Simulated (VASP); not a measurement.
# GaCo (P6/mmm) in VASP: a series of runs

GaCo is run at these levels: PBE; tasks: single point.

Program: VASP 6.6.1. These are calculated values, not measurements. Logs are shortened: lines on timing, memory, paths and dates and some standing lists are left out, and cuts for length are marked.

**1. The cell of the first run**

Symmetry: P6/mmm, No. 191, hexagonal system. Conventional cell: a = 2.642 Å, b = 2.642 Å, c = 4.812 Å, α = 90.00°, β = 90.00°, γ = 120.00°. Within 3.2 Å of Ga (site symmetry 6/mmm) lie 2 Co at 2.41 Å and 6 Ga at 2.64 Å. Co (site symmetry 6/mmm) has 2 Ga at 2.41 Å and 6 Co at 2.64 Å within 3.2 Å.

The cell was generated, and may not be a known phase.

**2. Single point, PBE, collinear spin, ferromagnetic start**

INCAR

```
SYSTEM = GaCo
  PREC = Accurate
  ENCUT = 690
  EDIFF = 1E-6
  ISMEAR = 0
  SIGMA = 0.1
  LREAL = .FALSE.
  LASPH = .TRUE.
  NELM = 200
  ALGO = Normal
  ISIF = 2
  LWAVE = .FALSE.
  LCHARG = .FALSE.
  ISPIN = 2
  MAGMOM = 0 3
  LORBIT = 11
  LMAXMIX = 4
  GGA = PE
  NBANDS = 26
  GGA_COMPAT = .FALSE.
```

KPOINTS

```
regular mesh
0
G
  6 6 4
  0 0 0
```

POSCAR

```
GaCo
1.0
    2.6421439706     -0.0000000029      0.0000000000
   -1.3210719828      2.2881638005      0.0000000000
    0.0000000000      0.0000000000      4.8118424475
Ga Co
1 1
Direct
    0.0000000000      0.0000000000      0.0000000000
    0.0000000000      0.0000000000      0.5000000000
```

Potentials or basis: VASP PAW PBE potentials, release 64 (Ga_d, Co_sv).

On the command line:

```bash
cat potpaw_PBE.64/Ga_d/POTCAR potpaw_PBE.64/Co_sv/POTCAR > POTCAR
mpirun -np 1 vasp_std > vasp.out
```

OUTCAR:

```text
SYSTEM = GaCo
   PREC = Accurate
   ENCUT = 690
   EDIFF = 1E-6
   ISMEAR = 0
   LREAL = .FALSE.
   LASPH = .TRUE.
   NELM = 200
   ISIF = 2
   ISPIN = 2
   LORBIT = 11
   GGA = PE

 ion  position               nearest neighbor table
   1  0.000  0.000  0.000-   2 2.41   2 2.41
   2  0.000  0.000  0.500-   1 2.41   1 2.41

  LATTYP: Found a hexagonal cell.
 ALAT       =     2.6421439706
 C/A-ratio  =     1.8211885881

  Lattice vectors:

 A1 = (   2.6421439706,  -0.0000000029,   0.0000000000)
 A2 = (  -1.3210719828,   2.2881638005,   0.0000000000)
 A3 = (   0.0000000000,   0.0000000000,   4.8118424475)

Analysis of symmetry for initial positions (statically):
=====================================================================
 Subroutine PRICEL returns:
 Original cell was already a primitive cell.

 Routine SETGRP: Setting up the symmetry group for a
 hexagonal supercell.

 Subroutine GETGRP returns: Found 24 space group operations
 (whereof 24 operations were pure point group operations)
 out of a pool of 24 trial point group operations.

The static configuration has the point symmetry D_6h.

Analysis of symmetry for dynamics (positions and initial velocities):
=====================================================================
 Subroutine PRICEL returns:
 Original cell was already a primitive cell.

 Routine SETGRP: Setting up the symmetry group for a
 hexagonal supercell.

 Subroutine GETGRP returns: Found 24 space group operations
 (whereof 24 operations were pure point group operations)
 out of a pool of 24 trial point group operations.

The dynamic configuration has the point symmetry D_6h.

Analysis of structural, dynamic, and magnetic symmetry:
=====================================================================
 Subroutine PRICEL returns:
 Original cell was already a primitive cell.

 Routine SETGRP: Setting up the symmetry group for a
 hexagonal supercell.

 Subroutine GETGRP returns: Found 24 space group operations
 (whereof 24 operations were pure point group operations)
 out of a pool of 24 trial point group operations.

The overall configuration has the point symmetry D_6h.

 Subroutine INISYM returns: Found 24 space group operations
 (whereof 24 operations are pure point group operations),
 and found     1 'primitive' translations

----------------------------------------------------------------------------------------

                                     Primitive cell

  volume of cell :      29.0908

  direct lattice vectors                    reciprocal lattice vectors
     2.642143971 -0.000000003  0.000000000     0.378480511  0.218515824  0.000000000
    -1.321071983  2.288163801  0.000000000     0.000000000  0.437031650  0.000000000
     0.000000000  0.000000000  4.811842448     0.000000000  0.000000000  0.207820603

  length of vectors
     2.642143971  2.642143971  4.811842448     0.437031650  0.437031650  0.207820603

  position of ions in fractional coordinates (direct lattice)
     0.000000000  0.000000000  0.000000000
     0.000000000  0.000000000  0.500000000

  ion indices of the primitive-cell ions
   primitive index   ion index
                 1           1
                 2           2

----------------------------------------------------------------------------------------

 KPOINTS: regular mesh

Automatic generation of k-mesh.
 Grid dimensions read from file:
 generate k-points for:    6    6    4

 Generating k-lattice:

  Cartesian coordinates                     Fractional coordinates (reciprocal lattice)
     0.063080085  0.036419304  0.000000000     0.166666667  0.000000000  0.000000000
     0.000000000  0.072838608  0.000000000    -0.000000000  0.166666667  0.000000000
     0.000000000  0.000000000  0.051955151     0.000000000  0.000000000  0.250000000

  Length of vectors
     0.072838608  0.072838608  0.051955151

  Shift w.r.t. Gamma in fractional coordinates (k-lattice)
     0.000000000  0.000000000  0.000000000

 Subroutine IBZKPT returns following result:
 ===========================================

 Found     21 irreducible k-points:

 Following reciprocal coordinates:
            Coordinates               Weight
  0.000000  0.000000  0.000000      1.000000
  0.166667 -0.000000  0.000000      6.000000
  0.333333  0.000000  0.000000      6.000000
  0.500000  0.000000  0.000000      3.000000
  0.166667  0.166667  0.000000      6.000000
  0.333333  0.166667  0.000000     12.000000
[... 13 lines left out ...]
  0.333333  0.166667  0.500000     12.000000
  0.333333  0.333333  0.500000      2.000000
   k-points           NKPTS =     21   k-points in BZ     NKDIM =     21   number of bands    NBANDS=     26
   number of dos      NEDOS =    301   number of ions     NIONS =      2
   total plane-waves  NPLWV =  24192
   dimension x,y,z NGX =    24 NGY =   24 NGZ =   42
   dimension x,y,z NGXF=    48 NGYF=   48 NGZF=   84
   ions per type =               1   1
   NGX,Y,Z   is equivalent  to a cutoff of  15.10, 15.10, 14.51 a.u.
   NGXF,Y,Z  is equivalent  to a cutoff of  30.20, 30.20, 29.02 a.u.
 SYSTEM =  GaCo
   PREC   = accura    normal or accurate (medium, high low for compatibility)
   ISTART =      0    job   : 0-new  1-cont  2-samecut
   ICHARG =      2    charge: 1-file 2-atom 10-const
   ISPIN  =      2    spin polarized calculation?
   LNONCOLLINEAR =      F non collinear calculations
   LSORBIT =      F    spin-orbit coupling
   LASPH  =      T    aspherical Exc in radial PAW
   ENCUT  =  690.0 eV  50.71 Ry    7.12 a.u.   5.66  5.66 10.31*2*pi/ulx,y,z
   NELM   =    200;   NELMIN=  2; NELMDL= -5     # of ELM steps
   EDIFF  = 0.1E-05   stopping-criterion for ELM
   LREAL  =      F    real-space projection
[... 7 lines left out ...]
   TEBEG  =    0.0;   TEEND  =   0.0 temperature during run
   PSTRESS=    0.0 pullay stress
   NELECT =      30.0000    total number of electrons
   NUPDOWN=      -1.0000    fix difference up-down
   EMIN   =  10.00;   EMAX   =-10.00  energy-range for DOS
   EFERMI =   0.00;   METHOD = LEGACY
   ISMEAR =     0;   SIGMA  =   0.10  broadening in eV -4-tet -1-fermi 0-gaus
   EFERMI_NEDOS =   21; number of points for ismear=-14 and -15
   IALGO  =     38    algorithm
   IMIX   =      4    mixing-type and parameters
     AMIX     =   0.40;   BMIX     =  1.00
     AMIX_MAG =   1.60;   BMIX_MAG =  1.00
  volume/ion in A,a.u.               =      14.55        98.16
  Fermi-wavevector in a.u.,A,eV,Ry     =   1.653980  3.125569 37.220776  2.735650
  Thomas-Fermi vector in A             =   2.742326
   LORBIT       =     11    0 simple, 1 ext, 2 COOP (PROOUT), +10 PAW based schemes
   GGA     = PE    functional components
   LHFCALC =     F    Hartree Fock is set to
   AEXX    =    0.0000 exact exchange contribution
   IVDW    =     0    specifies the selected vdW correction
   LEPSILON=     F    determine dielectric tensor
   LRPA    =     F    only Hartree local field effects (RPA)
 spin polarized calculation
 Gauss-broadening in eV      SIGMA  =   0.10
  energy-cutoff  :      690.00
  volume of cell :       29.09
 maximum number of plane-waves:      1220
 NGX is ok and might be reduce to    24
   NGX = 11   NGY = 11   NGZ = 21

 number of electron      30.0000009 magnetization       1.1453605

 Free energy of the ion-electron system (eV)
  ---------------------------------------------------
  ext. energy  EPLUGINS =         0.00000000
  ---------------------------------------------------
  free energy    TOTEN  =        -9.02651441 eV

  energy without entropy =       -9.01180189  energy(sigma->0) =       -9.01915815

 E-fermi :   8.1431     XC(G=0): -12.2131

 val. band max:        8.1352321969   @ k =   0.5000   0.0000   0.2500
 cond. band min:       8.1726441554   @ k =   0.5000   0.0000   0.0000
 fundamental gap:      0.0374119585
 Fermi energy:         8.1430729359

 spin component 1

 k-point     1 :       0.0000    0.0000    0.0000
  band No.  band energies     occupation
      1     -87.3227      1.00000
      2     -50.5686      1.00000
      3     -50.5437      1.00000
      4     -50.5437      1.00000
      5      -7.3848      1.00000
      6      -7.2287      1.00000
[... 18 lines left out ...]
     25      31.6123      0.00000
     26      31.6599      0.00000

 k-point     2 :       0.1667   -0.0000    0.0000
  band No.  band energies     occupation
      1     -87.3188      1.00000
      2     -50.5753      1.00000
      3     -50.5648      1.00000
      4     -50.5516      1.00000
      5      -7.3365      1.00000
      6      -7.2182      1.00000
[... 18 lines left out ...]
     25      29.4950      0.00000
[... 521 lines left out ...]
     25      27.3212      0.00000
     26      28.7424      0.00000

 k-point    21 :       0.3333    0.3333    0.5000
  band No.  band energies     occupation
      1     -87.3050      1.00000
      2     -50.6317      1.00000
      3     -50.6317      1.00000
      4     -50.5507      1.00000
      5      -7.1088      1.00000
      6      -7.1088      1.00000
[... 18 lines left out ...]
     25      24.4385      0.00000
     26      24.4801      0.00000
 Fermi energy:         8.1430729359

 spin component 2

 k-point     1 :       0.0000    0.0000    0.0000
  band No.  band energies     occupation
      1     -85.7860      1.00000
      2     -49.2245      1.00000
      3     -48.9645      1.00000
      4     -48.9645      1.00000
      5      -7.3979      1.00000
      6      -7.2388      1.00000
[... 18 lines left out ...]
     25      31.4742      0.00000
     26      31.5032      0.00000

 k-point     2 :       0.1667   -0.0000    0.0000
  band No.  band energies     occupation
      1     -85.7818      1.00000
      2     -49.2204      1.00000
      3     -48.9986      1.00000
      4     -48.9730      1.00000
      5      -7.3484      1.00000
      6      -7.2304      1.00000
[... 18 lines left out ...]
     25      29.3200      0.00000
[... 521 lines left out ...]
     25      27.1982      0.00000
     26      28.7562      0.00000

 k-point    21 :       0.3333    0.3333    0.5000
  band No.  band energies     occupation
      1     -85.7671      1.00000
      2     -49.2054      1.00000
      3     -49.0594      1.00000
      4     -49.0594      1.00000
      5      -7.1190      1.00000
      6      -7.1190      1.00000
[... 18 lines left out ...]
     25      24.4824      0.00000
     26      24.6913      0.00000

------------------------ aborting loop because EDIFF is reached ----------------------------------------

  FORCE on cell =-STRESS in cart. coord.  units (eV):
  Direction    XX          YY          ZZ          XY          YZ          ZX
  --------------------------------------------------------------------------------------
  -------------------------------------------------------------------------------------
  Total       -0.0888032     -0.0888032     -0.0814376      0.0000000     -0.0000000     -0.0000000
  in kB       -4.8908501     -4.8908501     -4.4851889      0.0000000     -0.0000000     -0.0000000
  external PRESSURE =      -4.7556297 kB  Pullay stress =       0.0000000 kB

 VOLUME and BASIS-vectors are now :
 -----------------------------------------------------------------------------
  energy-cutoff  :      690.00
  volume of cell :       29.09
      direct lattice vectors                 reciprocal lattice vectors
     2.642143971 -0.000000003  0.000000000     0.378480511  0.218515824  0.000000000
    -1.321071983  2.288163801  0.000000000     0.000000000  0.437031650  0.000000000
     0.000000000  0.000000000  4.811842448     0.000000000  0.000000000  0.207820603

 POSITION                                       TOTAL-FORCE (eV/Angst)
 -----------------------------------------------------------------------------------
      0.00000      0.00000      0.00000         0.000000      0.000000      0.000000
      0.00000      0.00000      2.40592        -0.000000      0.000000      0.000000
 -----------------------------------------------------------------------------------
    total drift:                                0.000000     -0.000000      0.000000

  FREE ENERGIE OF THE ION-ELECTRON SYSTEM (eV)
  ---------------------------------------------------
  free  energy   TOTEN  =        -9.0265144111 eV

  energy  without entropy=       -9.0118018868  energy(sigma->0) =       -9.01915815

 total charge

# of ion       s       p       d       tot
------------------------------------------
    1        1.004   0.726   9.998  11.729
    2        2.214   6.060   6.766  15.040
--------------------------------------------------
tot          3.218   6.786  16.764  26.769

 magnetization (x)

# of ion       s       p       d       tot
------------------------------------------
    1       -0.023  -0.031  -0.005  -0.059
    2        0.000  -0.007   1.294   1.287
--------------------------------------------------
tot         -0.023  -0.038   1.288   1.227
```

Wall time 22 s (1 thread of Intel Xeon 6975P-C (Granite Rapids), shared host); peak memory 0.2 GiB.

Results:

- Free energy: -9.0265 eV
- Pressure: -0.5 GPa
- Net moment: 1.15 μB per cell
- Site moments: Ga -0.06; Co +1.29 μB
- Valence electrons inside the program's atomic spheres: Ga 11.73; Co 15.04

Levels at points of the mesh, in eV from the Fermi level:
Spin up:
```tsv
k point	band 14	band 15	band 16	band 17	band 18	band 19
(0.00, 0.00, 0.00)	-1.86	-1.12	-1.12	-0.25	15.15	15.54
(0.50, 0.00, 0.00)	-1.39	-0.45	0.19	2.45	3.31	7.63
(0.00, 0.00, 0.50)	-1.86	-1.15	-1.15	5.68	6.64	16.19
(0.50, 0.00, 0.50)	-1.45	-1.13	-0.45	0.86	2.92	9.82
```
Spin down:
```tsv
k point	band 11	band 12	band 13	band 14	band 15	band 16	band 17	band 18
(0.00, 0.00, 0.00)	-3.93	-3.72	-0.55	-0.55	0.34	0.34	0.42	15.13
(0.50, 0.00, 0.00)	-4.05	-2.13	-1.75	0.03	1.02	1.09	2.35	3.29
(0.00, 0.00, 0.50)	-6.97	-2.46	-0.55	-0.55	0.31	0.31	5.66	6.90
(0.50, 0.00, 0.50)	-3.33	-2.66	-1.60	-0.16	-0.04	0.77	1.02	3.56
```

Caveat: the k points lie up to 0.46 Å⁻¹ apart.

**3. Single point, PBE, collinear spin, ferromagnetic start**

This run uses another cell than the first one, of 16.69 Å³/atom.

INCAR

```
  PREC = Accurate
  ENCUT = 690
  EDIFF = 1E-6
  ISMEAR = 0
  SIGMA = 0.1
  LREAL = F
  LASPH = T
  NELM = 200
  ALGO = Normal
  ISIF = 2
  LWAVE = F
  LCHARG = F
  ISPIN = 2
  MAGMOM = 0 3
  LORBIT = 11
  LMAXMIX = 4
  GGA = PE
  NBANDS = 26
  GGA_COMPAT = F
```

KPOINTS

```
Automatic mesh
0
Gamma
  6 6 4
```

POSCAR

```
GaCo
1.0
    2.6100085300      0.0000000000      0.0000000000
   -1.3050042600      2.2603336900      0.0000000000
    0.0000000000      0.0000000000      5.6577028200
Ga Co
1 1
Direct
    0.0000000000      0.0000000000      0.0000000000
    0.0000000000      0.0000000000      0.5000000000
```

Potentials or basis: VASP PAW PBE potentials, release 64 (Ga_d, Co_sv).

On the command line:

```bash
cat potpaw_PBE.64/Ga_d/POTCAR potpaw_PBE.64/Co_sv/POTCAR > POTCAR
mpirun -np 1 vasp_std > vasp.out
```

Wall time 27 s (1 thread of Intel Xeon 6975P-C (Granite Rapids), shared host); peak memory 0.2 GiB.

It converged, with:

```
Free energy                                           : -8.7661 eV
Pressure                                              : -7.2 GPa
Net moment                                            : 1.62 μB per cell
Site moments                                          : Ga -0.02; Co +1.73 μB
Valence electrons inside the program's atomic spheres : Ga 11.63; Co 14.96
```

Stress tensor (GPa, compression positive):
```
 -4.47   0.00   0.00
  0.00  -4.47   0.00
  0.00   0.00 -12.54
```

Levels at points of the mesh, in eV from the Fermi level:
Spin up:
| k point | band 14 | band 15 | band 16 | band 17 | band 18 | band 19 |
| --- | --- | --- | --- | --- | --- | --- |
| (0.00, 0.00, 0.00) | -2.04 | -1.67 | -1.54 | -1.54 | 8.83 | 13.07 |
| (0.50, 0.00, 0.00) | -1.80 | -0.65 | -0.59 | 2.36 | 2.65 | 6.24 |
| (0.00, 0.00, 0.50) | -2.04 | -1.55 | -1.55 | 2.51 | 2.78 | 16.88 |
| (0.50, 0.00, 0.50) | -1.94 | -1.81 | -0.59 | 1.24 | 2.91 | 9.73 |
Spin down:
| k point | band 12 | band 13 | band 14 | band 15 | band 16 | band 17 |
| --- | --- | --- | --- | --- | --- | --- |
| (0.00, 0.00, 0.00) | -3.84 | -0.72 | -0.47 | -0.47 | 0.76 | 0.76 |
| (0.50, 0.00, 0.00) | -2.14 | -1.37 | 0.40 | 0.44 | 1.18 | 2.34 |
| (0.00, 0.00, 0.50) | -2.56 | -0.47 | -0.47 | 0.75 | 0.75 | 2.49 |
| (0.50, 0.00, 0.50) | -2.43 | -0.98 | -0.71 | 0.43 | 1.17 | 1.18 |

Caveat: the k points lie up to 0.46 Å⁻¹ apart.
